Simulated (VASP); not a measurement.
# Sb2Se3 (I4/mmm) in VASP: single point with PBE

Aim: the single point of Sb2Se3 with PBE.

Everything below comes from runs of VASP 6.6.1. Logs are shortened: lines on timing, memory, paths and dates and some standing lists are left out, and cuts for length are marked.

## Step 1: The cell of the first run

Symmetry: I4/mmm, No. 139, tetragonal system. Conventional cell: a = 5.449 Å, b = 5.449 Å, c = 9.817 Å, α = 90.00°, β = 90.00°, γ = 90.00°. Sb (site symmetry mmm) has 6 Se at 2.72 to 3.09 Å within 3.6 Å. Se (site symmetry 4mm) has 2 Se at 2.92 to 3.45 Å and 4 Sb at 3.09 Å within 3.8 Å. Se (site symmetry 4/mmm) has 4 Sb at 2.72 Å and 2 Se at 3.45 Å within 3.6 Å.

## Step 2: Single point, PBE

Contents of INCAR:

```
SYSTEM = Sb2Se3
PREC = Accurate
ENCUT = 500
EDIFF = 1E-6
ISMEAR = 0
SIGMA = 0.15
LREAL = .False.
LASPH = .True.
NELM = 120
ALGO = Normal
ISIF = 2
LWAVE = .False.
LCHARG = .False.
GGA = PE
NBANDS = 22
GGA_COMPAT = .False.
```

Contents of KPOINTS:

```
regular mesh
0
Gamma
  3 3 3
  0 0 0
```

Contents of POSCAR:

```
Sb2Se3
1.0
   -2.7244606596      2.7244606596      4.9084209887
    2.7244606596     -2.7244606596      4.9084209887
    2.7244606596      2.7244606596     -4.9084209887
Sb Se
2 3
Direct
    0.5000000000      0.0000000000      0.5000000000
    0.0000000000      0.5000000000      0.5000000000
    0.6485046855      0.6485046855      0.0000000000
    0.3514953145      0.3514953145      0.0000000000
    0.0000000000      0.0000000000      0.0000000000
```

Potentials or basis: VASP PAW PBE potentials, release 64 (Sb, Se).

Launch:

```sh
> cat potpaw_PBE.64/Sb/POTCAR potpaw_PBE.64/Se/POTCAR > POTCAR
> mpirun -np 1 vasp_std > vasp.out
```

OUTCAR:

```text
SYSTEM = Sb2Se3
   PREC = Accurate
   ENCUT = 500
   EDIFF = 1E-6
   ISMEAR = 0
   LREAL = .False.
   LASPH = .True.
   NELM = 120
   ISIF = 2
   GGA = PE

 ion  position               nearest neighbor table
   1  0.500  0.000  0.500-   5 2.72   5 2.72   3 3.09   3 3.09   4 3.09   4 3.09
   2  0.000  0.500  0.500-   5 2.72   5 2.72   3 3.09   3 3.09   4 3.09   4 3.09
   3  0.649  0.649  0.000-   1 3.09   2 3.09   1 3.09   2 3.09
   4  0.351  0.351  0.000-   2 3.09   1 3.09   1 3.09   2 3.09
   5  0.000  0.000  0.000-   1 2.72   2 2.72   2 2.72   1 2.72

  LATTYP: Found a body centered tetragonal cell.
 ALAT       =     5.4489213192
 C/A-ratio  =     1.8016119893

  Lattice vectors:

 A1 = (  -2.7244606596,   2.7244606596,   4.9084209887)
 A2 = (   2.7244606596,  -2.7244606596,   4.9084209887)
 A3 = (   2.7244606596,   2.7244606596,  -4.9084209887)

Analysis of symmetry for initial positions (statically):
=====================================================================
 Subroutine PRICEL returns:
 Original cell was already a primitive cell.

 Routine SETGRP: Setting up the symmetry group for a
 body centered tetragonal supercell.

 Subroutine GETGRP returns: Found 16 space group operations
 (whereof 16 operations were pure point group operations)
 out of a pool of 16 trial point group operations.

The static configuration has the point symmetry D_4h.

Analysis of symmetry for dynamics (positions and initial velocities):
=====================================================================
 Subroutine PRICEL returns:
 Original cell was already a primitive cell.

 Routine SETGRP: Setting up the symmetry group for a
 body centered tetragonal supercell.

 Subroutine GETGRP returns: Found 16 space group operations
 (whereof 16 operations were pure point group operations)
 out of a pool of 16 trial point group operations.

The dynamic configuration has the point symmetry D_4h.

 Subroutine INISYM returns: Found 16 space group operations
 (whereof 16 operations are pure point group operations),
 and found     1 'primitive' translations

----------------------------------------------------------------------------------------

                                     Primitive cell

  volume of cell :     145.7347

[... 73 lines left out ...]
   ENCUT  =  500.0 eV  36.75 Ry    6.06 a.u.  11.38 11.38 11.38*2*pi/ulx,y,z
   NELM   =    120;   NELMIN=  2; NELMDL= -5     # of ELM steps
   EDIFF  = 0.1E-05   stopping-criterion for ELM
   LREAL  =      F    real-space projection
   EDIFFG = 0.1E-04   stopping-criterion for IOM
   NSW    =      0    number of steps for IOM
   IBRION =     -1    ionic relax: 0-MD 1-quasi-New 2-CG
   NFREE  =      0    steps in history (QN), initial steepest desc. (CG)
   ISIF   =      2    stress and relaxation
   ISYM   =      2    0-nonsym 1-usesym 2-fastsym
   POTIM  = 0.5000    time-step for ionic-motion
   TEBEG  =    0.0;   TEEND  =   0.0 temperature during run
   PSTRESS=    0.0 pullay stress
   NELECT =      28.0000    total number of electrons
   NUPDOWN=      -1.0000    fix difference up-down
   EMIN   =  10.00;   EMAX   =-10.00  energy-range for DOS
   EFERMI =   0.00;   METHOD = LEGACY
   ISMEAR =     0;   SIGMA  =   0.15  broadening in eV -4-tet -1-fermi 0-gaus
   EFERMI_NEDOS =   21; number of points for ismear=-14 and -15
   IALGO  =     38    algorithm
   IMIX   =      4    mixing-type and parameters
     AMIX     =   0.40;   BMIX     =  1.00
     AMIX_MAG =   1.60;   BMIX_MAG =  1.00
  volume/ion in A,a.u.               =      29.15       196.69
  Fermi-wavevector in a.u.,A,eV,Ry     =   0.944655  1.785139 12.141472  0.892373
  Thomas-Fermi vector in A             =   2.072481
   LORBIT       =      0    0 simple, 1 ext, 2 COOP (PROOUT), +10 PAW based schemes
   GGA     = PE    functional components
   LHFCALC =     F    Hartree Fock is set to
   AEXX    =    0.0000 exact exchange contribution
   IVDW    =     0    specifies the selected vdW correction
   LEPSILON=     F    determine dielectric tensor
   LRPA    =     F    only Hartree local field effects (RPA)
 non-spin polarized calculation
 Gauss-broadening in eV      SIGMA  =   0.15
  energy-cutoff  :      500.00
  volume of cell :      145.73
 maximum number of plane-waves:      3712
 NGX is ok and might be reduce to    48
   NGX = 23   NGY = 23   NGZ = 23

 number of electron      28.0000001 magnetization

 Free energy of the ion-electron system (eV)
  ---------------------------------------------------
  ext. energy  EPLUGINS =         0.00000000
  ---------------------------------------------------
  free energy    TOTEN  =       -18.29103530 eV

  energy without entropy =      -18.25903250  energy(sigma->0) =      -18.27503390

 E-fermi :   4.6065     XC(G=0):  -9.0370

 val. band max:        4.4565985352   @ k =   0.3333   0.3333   0.0000
 cond. band min:       4.6534907739   @ k =   0.3333   0.0000   0.0000
 fundamental gap:      0.1968922387
 Fermi energy:         4.6065142964

 k-point     1 :       0.0000    0.0000    0.0000
  band No.  band energies     occupation
      1     -10.2604      2.00000
      2      -8.4450      2.00000
      3      -7.5440      2.00000
      4      -4.1630      2.00000
      5      -3.1125      2.00000
      6      -1.6648      2.00000
[... 139 lines left out ...]
     21      10.2166      0.00000
     22      10.7598      0.00000

------------------------ aborting loop because EDIFF is reached ----------------------------------------

  FORCE on cell =-STRESS in cart. coord.  units (eV):
  Direction    XX          YY          ZZ          XY          YZ          ZX
  --------------------------------------------------------------------------------------
  -------------------------------------------------------------------------------------
  Total       -0.0858125     -0.0858125      0.1721562      0.0000000     -0.0000000      0.0000000
  in kB       -0.9434054     -0.9434054      1.8926502      0.0000000     -0.0000000      0.0000000
  external PRESSURE =       0.0019465 kB  Pullay stress =       0.0000000 kB

 VOLUME and BASIS-vectors are now :
 -----------------------------------------------------------------------------
  energy-cutoff  :      500.00
  volume of cell :      145.73
      direct lattice vectors                 reciprocal lattice vectors
    -2.724460660  2.724460660  4.908420989     0.000000000  0.183522562  0.101865753
     2.724460660 -2.724460660  4.908420989     0.183522562  0.000000000  0.101865753
     2.724460660  2.724460660 -4.908420989     0.183522562  0.183522562  0.000000000

 POSITION                                       TOTAL-FORCE (eV/Angst)
 -----------------------------------------------------------------------------------
      0.00000      2.72446      0.00000        -0.000000     -0.000000     -0.000000
      2.72446      0.00000      0.00000        -0.000000     -0.000000     -0.000000
      0.00000      0.00000      6.36627        -0.000000     -0.000000     -0.052346
      0.00000      0.00000      3.45057         0.000000      0.000000      0.052346
      0.00000      0.00000      0.00000        -0.000000     -0.000000     -0.000000
 -----------------------------------------------------------------------------------
    total drift:                               -0.000000     -0.000000      0.000000

  FREE ENERGIE OF THE ION-ELECTRON SYSTEM (eV)
  ---------------------------------------------------
  free  energy   TOTEN  =       -18.2910352984 eV

  energy  without entropy=      -18.2590324968  energy(sigma->0) =      -18.27503390
```

stdout:

```text
POSCAR found type information on POSCAR SbSe
 POSCAR found :  2 types and       5 ions
 scaLAPACK will be used
 LDA part: xc-table for (Slater+PW92), standard interpolation
 POSCAR, INCAR and KPOINTS ok, starting setup
 FFT: planning ... GRIDC
 FFT: planning ... GRID_SOFT
 FFT: planning ... GRID
 WAVECAR not read
 entering main loop
```

Run time: 58 s. Hardware: 1 thread of AMD EPYC 7R13, shared host; peak memory 0.28 GiB.

Results:

* Free energy: -18.2910 eV
* Pressure: 0.0 GPa
* Largest force: 0.052 eV/Å
* Band gap on the k mesh: zero (band 14 reaches 5.21 eV, above the bottom of band 15 at 4.26 eV)

Forces in eV/Å, atoms in the order of the input:
```
Sb   0.000  0.000  0.000
Sb   0.000  0.000  0.000
Se   0.000  0.000 -0.052
Se   0.000  0.000  0.052
Se   0.000  0.000  0.000
```

Caveat: the k points lie up to 0.54 Å⁻¹ apart; spin-orbit coupling is left out, which moves the levels of the heavy elements.
